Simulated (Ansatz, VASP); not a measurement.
This is a calculation of Ni for Ansatz 0.2.0.

The input input.yaml:

```yaml
crystal:
  lattice:
    - [-1.38371547, 1.38371547, 1.38371547]
    - [1.38371547, -1.38371547, 1.38371547]
    - [1.38371547, 1.38371547, -1.38371547]
  atoms:
    - { symbol: Ni, position: [0.0, 0.0, 0.0], spin: 1.0 }
kpoints:
  mp_grid: { grid: [13, 13, 13] }
scf:
  occupations: { method: fermi_dirac, width: 0.05 }
hamiltonian:
  xc: pbesol
  pseudopotentials: { kind: all_electron, lapw: { basis_error: 0.001 } }
magnetization:
  spin_polarized: true
output:
  forces: true
  stress: true
relax:
  f_tol: 0.01
  max_steps: 60
  cell: {}
```

Potentials or basis: all-electron LAPW, scalar-relativistic.

The run is started by

```sh
$ ansatz run input.yaml --threads 2 --pin off --max-ram 6144MiB --backend cpu --events-out ev --progress --plain --runs-dir out
```

**Question.** Set up the same calculation for VASP 6.6.1. Potentials there: VASP PAW PBE potentials, release 64 (Ni).

**Answer.** As run (the cutoff follows the program's own potentials):

Contents of INCAR:

```
SYSTEM = Ni
ALGO     = Normal         ! electronic algorithm
EDIFF    = 1E-6           ! SCF threshold, eV
EDIFFG   = -0.01          ! ionic threshold
ENCUT    = 600            ! plane-wave cutoff, eV
GGA      = PS             ! functional
IBRION   = 2              ! ionic algorithm
ISIF     = 3              ! what is computed and relaxed
ISMEAR   = -1             ! smearing method
ISPIN    = 2              ! spin polarisation
LASPH    = .True.         ! aspherical terms in the spheres
LCHARG   = .False.        ! write CHGCAR
LMAXMIX  = 4              ! l up to which the mixer works
LORBIT   = 11             ! projections on sites
LREAL    = .False.        ! projectors in reciprocal space
LWAVE    = .False.        ! write WAVECAR
MAGMOM   = 1              ! initial moments
NELM     = 150            ! most SCF steps
NSW      = 80             ! ionic steps
PREC     = Accurate       ! precision mode
SIGMA    = 0.05           ! smearing width, eV
```

The input KPOINTS:

```
k-points
0
Gamma
  13 13 13
  0 0 0
```

POSCAR

```
Ni
1.0
   -1.3837154700      1.3837154700      1.3837154700
    1.3837154700     -1.3837154700      1.3837154700
    1.3837154700      1.3837154700     -1.3837154700
Ni
1
Direct
    0.0000000000      0.0000000000      0.0000000000
```

Potentials or basis: VASP PAW PBE potentials, release 64 (Ni).

Launch:

```console
$ cat potpaw_PBE.64/Ni/POTCAR > POTCAR
$ mpirun -np 1 vasp_std > vasp.out
```

Both were run:

|  | VASP | Ansatz | Ansatz less VASP |
| --- | --- | --- | --- |
| net moment per atom (μB) | 0.57 | 0.58 | +0.011 |
| size of the moment on the site where the two differ most (μB) | 0.57 | 0.61 | +0.032 |
| relaxed volume (Å³/atom) | 10.47 | 10.48 | +0.006 |
| relaxed cell length with the largest relative difference (Å) | 2.387 | 2.388 | +0.0004 |

VASP's potentials were made for PBE, not for PBEsol. Site moments also hang on the region over which each program counts them. Ansatz ran all-electron here, and VASP with PAW potentials.
